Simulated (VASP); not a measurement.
# InGa3As4 (P-4m2) in VASP: further runs

InGa3As4 is run at these levels: PBE; tasks: relaxation of cell and atoms, single point.

Program: VASP 6.6.1. These are calculated values, not measurements. Logs are shortened: lines on timing, memory, paths and dates and some standing lists are left out, and cuts for length are marked.

**1. The cell of the first run**

Symmetry: P-4m2, No. 115, tetragonal system. The conventional cell has a = 3.967 Å, b = 3.967 Å, c = 11.222 Å, α = 90.00°, β = 90.00°, γ = 90.00°. In (site symmetry -4m2) has 4 As at 2.43 Å within 3.2 Å. Within 3.2 Å of Ga (site symmetry 2mm) lie 4 As at 2.43 Å. Within 3.2 Å of Ga (site symmetry -4m2) lie 4 As at 2.43 Å. Within 3.2 Å of As (site symmetry 2mm) lie 2 In at 2.43 Å and 2 Ga at 2.43 Å. Within 3.2 Å of As (site symmetry 2mm) lie 4 Ga at 2.43 Å.

**2. Relaxation of cell and atoms, PBE**

Input file INCAR:

```
SYSTEM = InGa3As4
PREC = Accurate
ENCUT = 600
EDIFF = 1E-6
ISMEAR = 0
SIGMA = 0.1
LREAL = .FALSE.
LASPH = .TRUE.
NELM = 80
ALGO = Normal
ISIF = 3
LWAVE = .FALSE.
LCHARG = .FALSE.
GGA = PE
IBRION = 2
NSW = 90
EDIFFG = -0.04
```

Input file KPOINTS:

```
Automatic mesh
0
G
  4 4 2
  0 0 0
```

Input file POSCAR:

```
InGa3As4
1.0
    3.9674507800      0.0000000000      0.0000000000
    0.0000000000      3.9674507800      0.0000000000
    0.0000000000      0.0000000000     11.2216454000
In Ga As
1 3 4
Direct
    0.5000000000      0.5000000000      0.0000000000
    0.0000000000      0.0000000000      0.7500000000
    0.0000000000      0.0000000000      0.2500000000
    0.5000000000      0.5000000000      0.5000000000
    0.5000000000      0.0000000000      0.1250000000
    0.0000000000      0.5000000000      0.3750000000
    0.5000000000      0.0000000000      0.6250000000
    0.0000000000      0.5000000000      0.8750000000
```

Potentials or basis: VASP PAW PBE potentials, release 64 (In_d, Ga_d, As).

Launch:

```
$ cat potpaw_PBE.64/In_d/POTCAR potpaw_PBE.64/Ga_d/POTCAR potpaw_PBE.64/As/POTCAR > POTCAR
$ mpirun -np 1 vasp_std > vasp.out
```

OUTCAR:

```text
SYSTEM = InGa3As4
   PREC = Accurate
   ENCUT = 600
   EDIFF = 1E-6
   ISMEAR = 0
   LREAL = .FALSE.
   LASPH = .TRUE.
   NELM = 80
   ISIF = 3
   GGA = PE
   IBRION = 2
   NSW = 90
   EDIFFG = -0.04

 ion  position               nearest neighbor table
   1  0.500  0.500  0.000-   5 2.43   8 2.43   5 2.43   8 2.43
   2  0.000  0.000  0.750-   7 2.43   8 2.43   8 2.43   7 2.43
   3  0.000  0.000  0.250-   5 2.43   6 2.43   6 2.43   5 2.43
   4  0.500  0.500  0.500-   6 2.43   7 2.43   7 2.43   6 2.43
   5  0.500  0.000  0.125-   1 2.43   3 2.43   1 2.43   3 2.43
   6  0.000  0.500  0.375-   3 2.43   4 2.43   3 2.43   4 2.43
   7  0.500  0.000  0.625-   2 2.43   4 2.43   4 2.43   2 2.43
   8  0.000  0.500  0.875-   1 2.43   2 2.43   2 2.43   1 2.43

  LATTYP: Found a simple tetragonal cell.
 ALAT       =     3.9674507800
 C/A-ratio  =     2.8284271242

  Lattice vectors:

 A1 = (   3.9674507800,   0.0000000000,   0.0000000000)
 A2 = (   0.0000000000,   3.9674507800,   0.0000000000)
 A3 = (   0.0000000000,   0.0000000000,  11.2216454000)

Analysis of symmetry for initial positions (statically):
=====================================================================
 Subroutine PRICEL returns:
 Original cell was already a primitive cell.

 Routine SETGRP: Setting up the symmetry group for a
 simple tetragonal supercell.

 Subroutine GETGRP returns: Found  8 space group operations
 (whereof  8 operations were pure point group operations)
 out of a pool of 16 trial point group operations.

The static configuration has the point symmetry D_2d.

Analysis of symmetry for dynamics (positions and initial velocities):
=====================================================================
 Subroutine PRICEL returns:
 Original cell was already a primitive cell.

 Routine SETGRP: Setting up the symmetry group for a
 simple tetragonal supercell.

 Subroutine GETGRP returns: Found  8 space group operations
 (whereof  8 operations were pure point group operations)
 out of a pool of 16 trial point group operations.

The dynamic configuration has the point symmetry D_2d.

 Subroutine INISYM returns: Found  8 space group operations
 (whereof  8 operations are pure point group operations),
 and found     1 'primitive' translations

----------------------------------------------------------------------------------------

                                     Primitive cell

  volume of cell :     176.6362

  direct lattice vectors                    reciprocal lattice vectors
     3.967450780  0.000000000  0.000000000     0.252051016  0.000000000  0.000000000
     0.000000000  3.967450780  0.000000000     0.000000000  0.252051016  0.000000000
     0.000000000  0.000000000 11.221645400     0.000000000  0.000000000  0.089113491

  length of vectors
     3.967450780  3.967450780 11.221645400     0.252051016  0.252051016  0.089113491

  position of ions in fractional coordinates (direct lattice)
     0.500000000  0.500000000  0.000000000
     0.000000000  0.000000000  0.750000000
     0.000000000  0.000000000  0.250000000
     0.500000000  0.500000000  0.500000000
     0.500000000  0.000000000  0.125000000
     0.000000000  0.500000000  0.375000000
     0.500000000  0.000000000  0.625000000
     0.000000000  0.500000000  0.875000000

  ion indices of the primitive-cell ions
   primitive index   ion index
                 1           1
                 2           2
                 3           3
                 4           4
                 5           5
                 6           6
                 7           7
                 8           8

----------------------------------------------------------------------------------------

 KPOINTS: Automatic mesh

Automatic generation of k-mesh.
 Grid dimensions read from file:
 generate k-points for:    4    4    2

 Generating k-lattice:

  Cartesian coordinates                     Fractional coordinates (reciprocal lattice)
     0.063012754  0.000000000  0.000000000     0.250000000  0.000000000  0.000000000
     0.000000000  0.063012754  0.000000000     0.000000000  0.250000000  0.000000000
     0.000000000  0.000000000  0.044556746     0.000000000  0.000000000  0.500000000

  Length of vectors
     0.063012754  0.063012754  0.044556746

  Shift w.r.t. Gamma in fractional coordinates (k-lattice)
     0.000000000  0.000000000  0.000000000

 Subroutine IBZKPT returns following result:
 ===========================================

 Found     12 irreducible k-points:

 Following reciprocal coordinates:
            Coordinates               Weight
  0.000000  0.000000  0.000000      1.000000
  0.250000  0.000000  0.000000      4.000000
  0.500000  0.000000  0.000000      2.000000
  0.250000  0.250000  0.000000      4.000000
  0.500000  0.250000  0.000000      4.000000
  0.500000  0.500000  0.000000      1.000000
  0.000000  0.000000  0.500000      1.000000
  0.250000  0.000000  0.500000      4.000000
  0.500000  0.000000  0.500000      2.000000
  0.250000  0.250000  0.500000      4.000000
  0.500000  0.250000  0.500000      4.000000
  0.500000  0.500000  0.500000      1.000000
   k-points           NKPTS =     12   k-points in BZ     NKDIM =     12   number of bands    NBANDS=     43
   number of dos      NEDOS =    301   number of ions     NIONS =      8
   total plane-waves  NPLWV =  92160
   dimension x,y,z NGX =    32 NGY =   32 NGZ =   90
   dimension x,y,z NGXF=    64 NGYF=   64 NGZF=  180
   ions per type =               1   3   4
   NGX,Y,Z   is equivalent  to a cutoff of  13.41, 13.41, 13.33 a.u.
   NGXF,Y,Z  is equivalent  to a cutoff of  26.82, 26.82, 26.67 a.u.
 SYSTEM =  InGa3As4
   PREC   = accura    normal or accurate (medium, high low for compatibility)
   ISTART =      0    job   : 0-new  1-cont  2-samecut
   ICHARG =      2    charge: 1-file 2-atom 10-const
   ISPIN  =      1    spin polarized calculation?
   LNONCOLLINEAR =      F non collinear calculations
   LSORBIT =      F    spin-orbit coupling
   LASPH  =      T    aspherical Exc in radial PAW
   ENCUT  =  600.0 eV  44.10 Ry    6.64 a.u.   7.92  7.92 22.41*2*pi/ulx,y,z
   NELM   =     80;   NELMIN=  2; NELMDL= -5     # of ELM steps
   EDIFF  = 0.1E-05   stopping-criterion for ELM
   LREAL  =      F    real-space projection
   EDIFFG = -.4E-01   stopping-criterion for IOM
   NSW    =     90    number of steps for IOM
   IBRION =      2    ionic relax: 0-MD 1-quasi-New 2-CG
   NFREE  =      1    steps in history (QN), initial steepest desc. (CG)
   ISIF   =      3    stress and relaxation
   ISYM   =      2    0-nonsym 1-usesym 2-fastsym
   POTIM  = 0.5000    time-step for ionic-motion
   TEBEG  =    0.0;   TEEND  =   0.0 temperature during run
   PSTRESS=    0.0 pullay stress
   NELECT =      72.0000    total number of electrons
   NUPDOWN=      -1.0000    fix difference up-down
   EMIN   =  10.00;   EMAX   =-10.00  energy-range for DOS
   EFERMI =   0.00;   METHOD = LEGACY
   ISMEAR =     0;   SIGMA  =   0.10  broadening in eV -4-tet -1-fermi 0-gaus
   EFERMI_NEDOS =   21; number of points for ismear=-14 and -15
   IALGO  =     38    algorithm
   IMIX   =      4    mixing-type and parameters
     AMIX     =   0.40;   BMIX     =  1.00
     AMIX_MAG =   1.60;   BMIX_MAG =  1.00
  volume/ion in A,a.u.               =      22.08       149.00
  Fermi-wavevector in a.u.,A,eV,Ry     =   1.213833  2.293813 20.046712  1.473392
  Thomas-Fermi vector in A             =   2.349273
   LORBIT       =      0    0 simple, 1 ext, 2 COOP (PROOUT), +10 PAW based schemes
   GGA     = PE    functional components
   LHFCALC =     F    Hartree Fock is set to
   AEXX    =    0.0000 exact exchange contribution
   IVDW    =     0    specifies the selected vdW correction
   LEPSILON=     F    determine dielectric tensor
   LRPA    =     F    only Hartree local field effects (RPA)
 conjugate gradient relaxation of ions
 non-spin polarized calculation
 Gauss-broadening in eV      SIGMA  =   0.10
  energy-cutoff  :      600.00
  volume of cell :      176.64
 maximum number of plane-waves:      5960
 NGX is ok and might be reduce to    32
   NGX = 15   NGY = 15   NGZ = 45

--------------------------------------- Ionic step        1  -------------------------------------------

 number of electron      71.9999976 magnetization

 Free energy of the ion-electron system (eV)
  ---------------------------------------------------
  ext. energy  EPLUGINS =         0.00000000
  ---------------------------------------------------
  free energy    TOTEN  =       -31.12683046 eV

  energy without entropy =      -31.12683044  energy(sigma->0) =      -31.12683045

 E-fermi :   5.2815     XC(G=0):  -9.7898

 val. band max:        4.9191950621   @ k =   0.0000   0.0000   0.0000
 cond. band min:       5.6317854593   @ k =   0.0000   0.0000   0.0000
 fundamental gap:      0.7125903972
 Fermi energy:         5.2815201323

 k-point     1 :       0.0000    0.0000    0.0000
  band No.  band energies     occupation
      1     -10.2423      2.00000
      2     -10.1048      2.00000
      3     -10.1025      2.00000
      4     -10.0299      2.00000
      5     -10.0299      2.00000
      6     -10.0204      2.00000
[... 660 lines left out ...]
  FREE ENERGIE OF THE ION-ELECTRON SYSTEM (eV)
  ---------------------------------------------------
  free  energy   TOTEN  =       -32.1088351691 eV

  energy  without entropy=      -32.1040135536  energy(sigma->0) =      -32.10642436

[... ionic steps 4 to 7 ...]

--------------------------------------- Ionic step        8  -------------------------------------------

 number of electron      71.9999960 magnetization

------------------------ aborting loop because EDIFF is reached ----------------------------------------

  FORCE on cell =-STRESS in cart. coord.  units (eV):
  Direction    XX          YY          ZZ          XY          YZ          ZX
  --------------------------------------------------------------------------------------
  -------------------------------------------------------------------------------------
  Total       -0.5214323     -0.5214323     -0.2577482      0.0000000      0.0000000      0.0000000
  in kB       -4.0978117     -4.0978117     -2.0255816      0.0000000      0.0000000      0.0000000
  external PRESSURE =      -3.4070683 kB  Pullay stress =       0.0000000 kB
[... 69 lines left out ...]
  energy  without entropy=      -32.2024014158  energy(sigma->0) =      -32.20484248

--------------------------------------- Ionic step       10  -------------------------------------------

 number of electron      71.9999960 magnetization

 Free energy of the ion-electron system (eV)
  ---------------------------------------------------
  ext. energy  EPLUGINS =         0.00000000
  ---------------------------------------------------
  free energy    TOTEN  =       -32.20748472 eV

  energy without entropy =      -32.20262264  energy(sigma->0) =      -32.20505368

 E-fermi :   3.6156     XC(G=0):  -9.1888

 val. band max:        3.5875722670   @ k =   0.0000   0.0000   0.0000
 cond. band min:       4.2541660795   @ k =   0.5000   0.0000   0.0000
 fundamental gap:      0.6665938126
 Fermi energy:         3.6156373895

 k-point     1 :       0.0000    0.0000    0.0000
  band No.  band energies     occupation
      1     -11.2198      2.00000
      2     -11.1968      2.00000
      3     -11.1528      2.00000
      4     -11.1515      2.00000
      5     -11.1515      2.00000
      6     -11.1429      2.00000
[... 576 lines left out ...]
  FREE ENERGIE OF THE ION-ELECTRON SYSTEM (eV)
  ---------------------------------------------------
  free  energy   TOTEN  =       -32.2074847152 eV

  energy  without entropy=      -32.2026226403  energy(sigma->0) =      -32.20505368

 reached required accuracy - stopping structural energy minimisation
```

Wall time 15 min (1 thread of Intel Xeon 6975P-C, shared host); peak memory 0.37 GiB.

Results:

- Free energy: -32.2075 eV
- Relaxed volume: 25.28 Å³/atom
- Relaxed cell: a = 4.171 Å, b = 4.171 Å, c = 11.621 Å, α = 90.00°, β = 90.00°, γ = 90.00°
- Space group after relaxing (to 0.05 Å): P-4m2 (No. 115)
- Energy gained by relaxing: 135.1 meV/atom
- Ionic steps: 10
- Pressure after relaxing: 0.1 GPa
- Largest force after relaxing: 0.028 eV/Å
- Band gap on the k mesh: zero (filled and empty bands touch)

Forces on the atoms (eV/Å):
```
In   0.000  0.000  0.000
Ga   0.000  0.000  0.028
Ga   0.000  0.000 -0.028
Ga   0.000  0.000  0.000
As   0.000  0.000  0.006
As   0.000  0.000  0.028
As   0.000  0.000 -0.028
As   0.000  0.000 -0.006
```

The path:
```csv
step,energy change (eV),largest force (eV/Å),pressure (GPa),volume (Å³)
1,0.0000,2.0470,11.15,176.64
2,-0.8251,0.4127,-3.50,218.90
3,-0.9820,0.5709,-0.38,204.74
4,-0.9820,0.5500,-0.50,205.33
5,-1.0207,0.3399,-0.29,204.15
6,-1.0557,0.2652,0.32,201.49
7,-1.0725,0.1926,-0.08,202.81
8,-1.0764,0.1483,-0.34,203.87
9,-1.0805,0.0312,0.19,201.85
10,-1.0807,0.0284,0.05,202.21
```

Final structure:
```yaml
crystal:
  lattice:
    - [4.17130, 0.00000, 0.00000]
    - [0.00000, 4.17130, 0.00000]
    - [0.00000, 0.00000, 11.62125]
  atoms:
    - { symbol: In, position: [0.50000, 0.50000, 0.00000] }
    - { symbol: Ga, position: [0.00000, 0.00000, 0.74068] }
    - { symbol: Ga, position: [0.00000, 0.00000, 0.25932] }
    - { symbol: Ga, position: [0.50000, 0.50000, 0.50000] }
    - { symbol: As, position: [0.50000, 0.00000, 0.13992] }
    - { symbol: As, position: [0.00000, 0.50000, 0.37949] }
    - { symbol: As, position: [0.50000, 0.00000, 0.62051] }
    - { symbol: As, position: [0.00000, 0.50000, 0.86008] }
```

Caveat: the k points lie up to 0.38 Å⁻¹ apart in the final cell; spin-orbit coupling is left out, which moves the levels of the heavy elements.

[end of part 1 of 2]
